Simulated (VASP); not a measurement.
# As (P6/mmm) in VASP: a series of runs, part 2 of 2

VASP 6.6.1.

## (4) Single point, PBE-based screened hybrid

This run uses another cell than the first one, of 25.59 Å³/atom, 0.990 times its volume.

POSCAR reads:

```
As
1.0
    4.5664000000      0.0000000000      0.0000000000
   -2.2832000000      3.9546200000      0.0000000000
    0.0000000000      0.0000000000      2.8337400000
As
2
Direct
    0.3333300000      0.6666700000      0.0000000000
    0.6666700000      0.3333300000      0.0000000000
```

INCAR.step1 reads:

```
  ALGO = Normal
  EDIFF = 1E-5
  ENCUT = 520
  GGA = PE
  ISIF = 2
  ISMEAR = -1
  LASPH = T
  LREAL = F
  LWAVE = T
  NBANDS = 12
  NELM = 60
  PREC = Accurate
  SIGMA = 0.05
```

INCAR.step2 reads:

```
  AEXX = 0.25
  ALGO = Normal
  EDIFF = 1E-7
  ENCUT = 520
  GGA = PE
  HFSCREEN = 0.2
  ISIF = 2
  ISMEAR = -1
  ISTART = 1
  LASPH = T
  LCHARG = T
  LELF = T
  LHFCALC = T
  LREAL = F
  LVHAR = T
  LWAVE = F
  NBANDS = 12
  NELM = 60
  PREC = Accurate
  PRECFOCK = Normal
  SIGMA = 0.05
```

KPOINTS reads:

```
k-points
0
Gamma
  4 4 5
```

Potentials or basis: VASP PAW PBE potentials, release 64 (As).

On the command line:

```
cat potpaw_PBE.64/As/POTCAR > POTCAR
cp INCAR.step1 INCAR
mpirun -np 1 vasp_std > vasp.out
cp INCAR.step2 INCAR
mpirun -np 1 vasp_std > vasp.out
```

OUTCAR:

```text
AEXX = 0.25
   EDIFF = 1E-7
   ENCUT = 520
   GGA = PE
   HFSCREEN = 0.2
   ISIF = 2
   ISMEAR = -1
   ISTART = 1
   LASPH = T
   LHFCALC = T
   LREAL = F
   NELM = 60
   PREC = Accurate
   PRECFOCK = Normal

 ion  position               nearest neighbor table
   1  0.333  0.667  0.000-   2 2.64   2 2.64   2 2.64
   2  0.667  0.333  0.000-   1 2.64   1 2.64   1 2.64

  LATTYP: Found a hexagonal cell.
 ALAT       =     4.5664000000
 C/A-ratio  =     0.6205632446

  Lattice vectors:

 A1 = (   4.5664000000,   0.0000000000,   0.0000000000)
 A2 = (  -2.2832000000,   3.9546200000,   0.0000000000)
 A3 = (   0.0000000000,   0.0000000000,   2.8337400000)

Analysis of symmetry for initial positions (statically):
=====================================================================
 Subroutine PRICEL returns:
 Original cell was already a primitive cell.

 Routine SETGRP: Setting up the symmetry group for a
 hexagonal supercell.

 Subroutine GETGRP returns: Found  8 space group operations
 (whereof  8 operations were pure point group operations)
 out of a pool of 24 trial point group operations.

The static configuration has the point symmetry D_2h.

Analysis of symmetry for dynamics (positions and initial velocities):
=====================================================================
 Subroutine PRICEL returns:
 Original cell was already a primitive cell.

 Routine SETGRP: Setting up the symmetry group for a
 hexagonal supercell.

 Subroutine GETGRP returns: Found  8 space group operations
 (whereof  8 operations were pure point group operations)
 out of a pool of 24 trial point group operations.

The dynamic configuration has the point symmetry D_2h.

 Subroutine INISYM returns: Found  8 space group operations
 (whereof  8 operations are pure point group operations),
 and found     1 'primitive' translations

----------------------------------------------------------------------------------------
[... 124 lines left out ...]
   ENCUTFOCK=  -1.0 apply spherical cutoff to Coloumb kernel
   IVDW    =     0    specifies the selected vdW correction
   LEPSILON=     F    determine dielectric tensor
   LRPA    =     F    only Hartree local field effects (RPA)
 non-spin polarized calculation
  energy-cutoff  :      520.00
  volume of cell :       51.17
 maximum number of plane-waves:      1408
 NGX is ok and might be reduce to    36
  NGX = 28; NGY = 28; NGZ = 16

 number of electron       9.9999999 magnetization

 Free energy of the ion-electron system (eV)
  ---------------------------------------------------
  ext. energy  EPLUGINS =         0.00000000
  ---------------------------------------------------
  free energy    TOTEN  =       -10.45653260 eV

  energy without entropy =      -10.44531986  energy(sigma->0) =      -10.45092623

 E-fermi :   3.7470     XC(G=0):  -7.5142

 val. band max:        3.7228569750   @ k =   0.5000  -0.0000   0.2000
 cond. band min:       4.0356128771   @ k =   0.0000   0.0000   0.0000
 fundamental gap:      0.3127559021
 Fermi energy:         3.7470091836

 k-point     1 :       0.0000    0.0000    0.0000
  band No.  band energies     occupation
      1     -12.1350      2.00000
      2      -5.8064      2.00000
      3      -1.0575      2.00000
      4      -1.0571      2.00000
      5       4.0356      0.00621
      6       4.0361      0.00615
      7       7.3741      0.00000
      8       8.7976      0.00000
      9      11.8074      0.00000
     10      12.6743      0.00000
     11      18.9693      0.00000
     12      18.9695      0.00000
[... 286 lines left out ...]
 k-point    21 :      -0.2500    0.5000    0.4000
  band No.  band energies     occupation
      1      -8.4214      2.00000
      2      -6.6234      2.00000
      3      -1.1126      2.00000
      4      -0.6501      2.00000
      5       0.4501      2.00000
      6       4.2734      0.00005
      7       6.4227      0.00000
      8       8.2028      0.00000
      9      10.4723      0.00000
     10      12.0257      0.00000
     11      12.3307      0.00000
     12      13.8082      0.00000

------------------------ aborting loop because EDIFF is reached ----------------------------------------

  FORCE on cell =-STRESS in cart. coord.  units (eV):
  Direction    XX          YY          ZZ          XY          YZ          ZX
  --------------------------------------------------------------------------------------
  -------------------------------------------------------------------------------------
  Total       -1.9265366     -1.9267057      0.8456221     -0.0001451      0.0000000      0.0000000
  in kB      -60.3183054    -60.3235988     26.4757445     -0.0045421      0.0000000      0.0000000
  external PRESSURE =     -31.3887199 kB  Pullay stress =       0.0000000 kB

 VOLUME and BASIS-vectors are now :
 -----------------------------------------------------------------------------
  energy-cutoff  :      520.00
  volume of cell :       51.17
      direct lattice vectors                 reciprocal lattice vectors
     4.566400000  0.000000000  0.000000000     0.218990890  0.126434398  0.000000000
    -2.283200000  3.954620000  0.000000000     0.000000000  0.252868796  0.000000000
     0.000000000  0.000000000  2.833740000     0.000000000  0.000000000  0.352890526

 POSITION                                       TOTAL-FORCE (eV/Angst)
 -----------------------------------------------------------------------------------
     -0.00002      2.63643      0.00000         0.000067     -0.000039      0.000000
      2.28322      1.31819      0.00000        -0.000067      0.000039      0.000000
 -----------------------------------------------------------------------------------
    total drift:                               -0.000000     -0.000000     -0.000000

  FREE ENERGIE OF THE ION-ELECTRON SYSTEM (eV)
  ---------------------------------------------------
  free  energy   TOTEN  =       -10.4565326040 eV

  energy  without entropy=      -10.4453198568  energy(sigma->0) =      -10.45092623
```

OUTCAR.step1:

```text
EDIFF = 1E-5
   ENCUT = 520
   GGA = PE
   ISIF = 2
   ISMEAR = -1
[... 533 lines left out ...]
 -----------------------------------------------------------------------------------
     -0.00002      2.63643      0.00000        -0.000050      0.000029     -0.000000
      2.28322      1.31819      0.00000         0.000050     -0.000029      0.000000
 -----------------------------------------------------------------------------------
    total drift:                                0.000000      0.000000      0.000000

  FREE ENERGIE OF THE ION-ELECTRON SYSTEM (eV)
  ---------------------------------------------------
  free  energy   TOTEN  =        -8.7674422719 eV

  energy  without entropy=       -8.7519480564  energy(sigma->0) =       -8.75969516
```

Run time: 18 min. Hardware: 1 thread of Intel Xeon Platinum 8259CL at 2.50GHz (Skylake/Cascade Lake), shared host; peak memory 0.28 GiB.

What came out:

```
Free energy            : -10.4565 eV
Pressure               : -3.1 GPa
Band gap on the k mesh : zero (band 5 reaches 6.46 eV, above the bottom of band 6 at 2.44 eV)
```

Caveat: the k points lie up to 0.44 Å⁻¹ apart; the PAW data sets were made with another functional, which shifts forces and pressure a little.

## (5) Single point, PBE-based screened hybrid

This run uses another cell than the first one, of 25.59 Å³/atom, 0.990 times its volume.

POSCAR is that of step 4.

INCAR.step1 reads:

```
ALGO = Normal ; EDIFF = 1E-5
ENCUT = 520 ; GGA = PE
ISIF = 2 ; ISMEAR = -1
LASPH = T ; LCHARG = F
LREAL = F ; LWAVE = T
NBANDS = 12 ; NELM = 100
PREC = Accurate ; SIGMA = 0.05
```

INCAR.step2 reads:

```
AEXX = 0.3 ; ALGO = Normal
EDIFF = 1E-6 ; ENCUT = 520
GGA = PE ; HFSCREEN = 0.2
ISIF = 2 ; ISMEAR = -1
ISTART = 1 ; LASPH = T
LCHARG = F ; LHFCALC = T
LREAL = F ; LWAVE = F
NBANDS = 12 ; NELM = 100
PREC = Accurate ; PRECFOCK = Normal
SIGMA = 0.05
```

KPOINTS is that of step 4.

Potentials or basis: VASP PAW PBE potentials, release 64 (As).

On the command line:

```
cat potpaw_PBE.64/As/POTCAR > POTCAR
cp INCAR.step1 INCAR
mpirun -np 1 vasp_std > vasp.out
cp INCAR.step2 INCAR
mpirun -np 1 vasp_std > vasp.out
```

OUTCAR:

```text
AEXX = 0.3
   EDIFF = 1E-6
   ENCUT = 520
   GGA = PE
   HFSCREEN = 0.2
   ISIF = 2
   ISMEAR = -1
   ISTART = 1
   LASPH = T
   LHFCALC = T
   LREAL = F
   NELM = 100
   PREC = Accurate
   PRECFOCK = Normal

 ion  position               nearest neighbor table
   1  0.333  0.667  0.000-   2 2.64   2 2.64   2 2.64
   2  0.667  0.333  0.000-   1 2.64   1 2.64   1 2.64

  LATTYP: Found a hexagonal cell.
 ALAT       =     4.5664000000
[... 506 lines left out ...]
     12      13.9116      0.00000

------------------------ aborting loop because EDIFF is reached ----------------------------------------

  FORCE on cell =-STRESS in cart. coord.  units (eV):
  Direction    XX          YY          ZZ          XY          YZ          ZX
  --------------------------------------------------------------------------------------
  -------------------------------------------------------------------------------------
  Total       -2.0986004     -2.0988339      0.6492798     -0.0002007      0.0000000      0.0000000
  in kB      -65.7054857    -65.7127963     20.3284265     -0.0062852      0.0000000      0.0000000
  external PRESSURE =     -37.0299519 kB  Pullay stress =       0.0000000 kB

 VOLUME and BASIS-vectors are now :
 -----------------------------------------------------------------------------
  energy-cutoff  :      520.00
  volume of cell :       51.17
      direct lattice vectors                 reciprocal lattice vectors
     4.566400000  0.000000000  0.000000000     0.218990890  0.126434398  0.000000000
    -2.283200000  3.954620000  0.000000000     0.000000000  0.252868796  0.000000000
     0.000000000  0.000000000  2.833740000     0.000000000  0.000000000  0.352890526

 POSITION                                       TOTAL-FORCE (eV/Angst)
 -----------------------------------------------------------------------------------
     -0.00002      2.63643      0.00000         0.000038     -0.000022      0.000000
      2.28322      1.31819      0.00000        -0.000038      0.000022     -0.000000
 -----------------------------------------------------------------------------------
    total drift:                               -0.000000      0.000000     -0.000000

  FREE ENERGIE OF THE ION-ELECTRON SYSTEM (eV)
  ---------------------------------------------------
  free  energy   TOTEN  =       -10.8084528755 eV

  energy  without entropy=      -10.7973568271  energy(sigma->0) =      -10.80290485
```

Run time: 14 min. Hardware: 1 thread of Intel Xeon Platinum 8259CL at 2.50GHz (Skylake/Cascade Lake), shared host; peak memory 0.28 GiB.

Results:

| Item | Value |
| --- | --- |
| Free energy | -10.8085 eV |
| Pressure | -3.7 GPa |
| Band gap on the k mesh | zero (band 5 reaches 6.52 eV, above the bottom of band 6 at 2.40 eV) |

Stress tensor (GPa, compression positive):
```
-6.57  0.00  0.00
 0.00 -6.57  0.00
 0.00  0.00  2.03
```

Caveat: the k points lie up to 0.44 Å⁻¹ apart; the PAW data sets were made with another functional, which shifts forces and pressure a little.

## (6) Single point, PBE-based screened hybrid

This run uses another cell than the first one, of 25.59 Å³/atom, 0.990 times its volume.

POSCAR is that of step 5.

INCAR.step1 reads:

```
PREC = Accurate
ENCUT = 520
EDIFF = 1E-5
ISMEAR = -1
SIGMA = 0.05
LREAL = False
LASPH = True
NELM = 100
ALGO = Normal
ISIF = 2
LWAVE = True
LCHARG = False
NBANDS = 12
GGA = PE
```

INCAR.step2 reads:

```
PREC = Accurate
ENCUT = 520
EDIFF = 1E-6
ISMEAR = -1
SIGMA = 0.05
LREAL = False
LASPH = True
NELM = 100
ALGO = Normal
ISIF = 2
LWAVE = False
LCHARG = False
GGA = PE
LHFCALC = True
AEXX = 0.4
HFSCREEN = 0.2
PRECFOCK = Normal
NBANDS = 12
ISTART = 1
```

KPOINTS reads:

```
Automatic mesh
0
Gamma
  4 4 5
```

Potentials or basis: VASP PAW PBE potentials, release 64 (As).

On the command line:

```
cat potpaw_PBE.64/As/POTCAR > POTCAR
cp INCAR.step1 INCAR
mpirun -np 1 vasp_std > vasp.out
cp INCAR.step2 INCAR
mpirun -np 1 vasp_std > vasp.out
```

Run time: 17 min. Hardware: 1 thread of Intel Xeon Platinum 8259CL at 2.50GHz (Skylake/Cascade Lake), shared host; peak memory 0.27 GiB.

The run converged. Its results:

```yaml
Free_energy: -11.5262 eV
Pressure: -4.8 GPa
Band_gap_on_the_k_mesh: zero (band 5 reaches 6.63 eV, above the bottom of band 6 at 2.32 eV)
```

Stress tensor (GPa, compression positive):
```
-7.64  0.00  0.00
 0.00 -7.64  0.00
 0.00  0.00  0.81
```

Levels at points of the mesh, in eV from the Fermi level:
| k point | band 2 | band 3 | band 4 | band 5 | band 6 | band 7 | band 8 | band 9 |
| --- | --- | --- | --- | --- | --- | --- | --- | --- |
| (0.00, 0.00, 0.00) | -10.08 | -5.09 | -5.09 | 0.50 | 0.50 | 3.91 | 5.36 | 8.66 |
| (0.50, 0.00, 0.00) | -13.60 | -6.17 | -3.57 | 3.01 | 4.57 | 5.18 | 6.39 | 6.64 |
| (0.50, 0.50, 0.00) | -13.60 | -6.17 | -3.57 | 3.01 | 4.57 | 5.18 | 6.39 | 6.64 |

Caveat: the k points lie up to 0.44 Å⁻¹ apart; the PAW data sets were made with another functional, which shifts forces and pressure a little.

## (7) Overview

```csv
level,cell,k mesh,cutoff (eV),smearing,grid for exact exchange (PRECFOCK),share of exact exchange,screening parameter,gap on the mesh (eV),pressure (GPa)
PBE,"a = 4.566, b = 4.566, c = 2.862 Å, angles 90.0, 90.0, 120.0°, 2 atoms",6 × 6 × 8,520,fermi-dirac 0.05 eV,-,-,-,none,-0.5
PBE,"a = 4.566, b = 4.566, c = 2.834 Å, angles 90.0, 90.0, 120.0°, 2 atoms",4 × 4 × 5,500,fermi-dirac 0.03 eV,-,-,-,none,-0.5
PBE-based screened hybrid,"a = 4.566, b = 4.566, c = 2.834 Å, angles 90.0, 90.0, 120.0°, 2 atoms",4 × 4 × 5,520,fermi-dirac 0.05 eV,Normal,0.25,0.2 1/Å,none,-3.1
PBE-based screened hybrid,"a = 4.566, b = 4.566, c = 2.834 Å, angles 90.0, 90.0, 120.0°, 2 atoms",4 × 4 × 5,520,fermi-dirac 0.05 eV,Normal,0.3,0.2 1/Å,none,-3.7
PBE-based screened hybrid,"a = 4.566, b = 4.566, c = 2.834 Å, angles 90.0, 90.0, 120.0°, 2 atoms",4 × 4 × 5,520,fermi-dirac 0.05 eV,Normal,0.4,0.2 1/Å,none,-4.8
```

Alike in all rows: task single point; potentials or basis VASP PAW PBE potentials, release 64 (As); no spin polarisation.

Caveats: some runs use coarse meshes; the PAW data sets were made with another functional, which shifts forces and pressure a little (some runs).

Absolute energies hang on the potentials; compare differences alone.
